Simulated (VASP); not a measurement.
A run of VASP 6.6.1:

INCAR

```
SYSTEM = Si
PREC = Accurate
ENCUT = 520
EDIFF = 1E-6
ISMEAR = -1
SIGMA = 0.02
LREAL = Auto
LASPH = .TRUE.
NELM = 100
ALGO = Normal
ISIF = 2
LWAVE = .FALSE.
LCHARG = .FALSE.
GGA = PE
NBANDS = 48
```

File KPOINTS:

```
Automatic mesh
0
G
  2 2 2
  0 0 0
```

POSCAR

```
Si
1.0
    0.0000000000      5.4300000000      5.4300000000
    5.4300000000      0.0000000000      5.4300000000
    5.4300000000      5.4300000000      0.0000000000
Si
17
Direct
    1.6554972376     -1.4322928177      1.7741896869
    8.2861325967     22.6053959484    -47.2472744015
   -0.8723664825      2.5107274401      0.1887384899
   -0.2404511971      1.3098987109     -1.0793830571
    7.1068968692     -3.2817219153      4.4298618785
    6.2352486188      1.9019152855     -7.4694659300
  -11.4092081031      1.1845672192     -4.8551197053
    0.3735174954     -0.2336095764      2.4010681400
   -4.5567034991      6.4817863720      1.2406813996
   -3.8604696133     -2.5504327808      4.7425690608
    0.4588950276      0.3629834254     -1.6020810313
    0.4528637201     -2.4534162063     -2.8802854512
  -10.7167034991      6.8076795580      5.7799447514
   -1.7419429098      4.0839686924      2.5747237569
    1.1477716390     -0.7222099448      1.5149539595
    4.5310681400     -6.5822467772      7.5230386740
    8.9591160221    -24.6841068140     38.7731491713
```

Potentials or basis: VASP PAW PBE potentials, release 64 (Si).

The run is started by

```console
$ cat potpaw_PBE.64/Si/POTCAR > POTCAR
$ mpirun -np 1 vasp_std > vasp.out
```

Hardware: 1 thread of Intel(R) Xeon(R) 6975P-C (Granite Rapids) (shared host).

Estimate the wall time of this run.

It took 2.1 min on 1 thread of Intel(R) Xeon(R) 6975P-C (Granite Rapids) (shared host), peak memory 0.47 GiB. Counts: scf iterations 20, k points 8.
